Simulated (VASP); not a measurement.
Input of a VASP 6.6.1 run:

The input INCAR:

```
PREC     = Accurate       # precision mode
ENCUT    = 520            # plane-wave cutoff, eV
EDIFF    = 1E-6           # SCF threshold, eV
ISMEAR   = 0              # smearing method
SIGMA    = 0.01           # smearing width, eV
LREAL    = F              # projectors in reciprocal space
LASPH    = T              # aspherical terms in the spheres
NELM     = 80             # most SCF steps
ALGO     = Normal         # electronic algorithm
ISIF     = 2              # what is computed and relaxed
LWAVE    = F              # write WAVECAR
LCHARG   = T              # write CHGCAR
GGA      = PE             # functional
LELF     = T              # ELF
LVHAR    = T            
NBANDS   = 11             # bands
```

File KPOINTS:

```
Automatic mesh
0
Gamma
  8 8 8
```

The input POSCAR:

```
AlN
1.0
    0.0000000000      2.1848764834      2.1848764834
    2.1848764834      0.0000000000      2.1848764834
    2.1848764834      2.1848764834      0.0000000000
Al N
1 1
Direct
    0.0000000000      0.0000000000      0.0000000000
    0.7500000000      0.7500000000      0.7500000000
```

Potentials or basis: VASP PAW PBE potentials, release 64 (Al, N).

Command:

```sh
$ cat potpaw_PBE.64/Al/POTCAR potpaw_PBE.64/N/POTCAR > POTCAR
$ mpirun -np 1 vasp_std > vasp.out
```

Estimate the band gap on the k mesh.

3.32 eV, indirect (least direct gap 4.19 eV).

Estimate the pressure.

4.3 GPa.

A k mesh can miss the band edges. As with any semilocal functional, this PBE gap is likely too small.
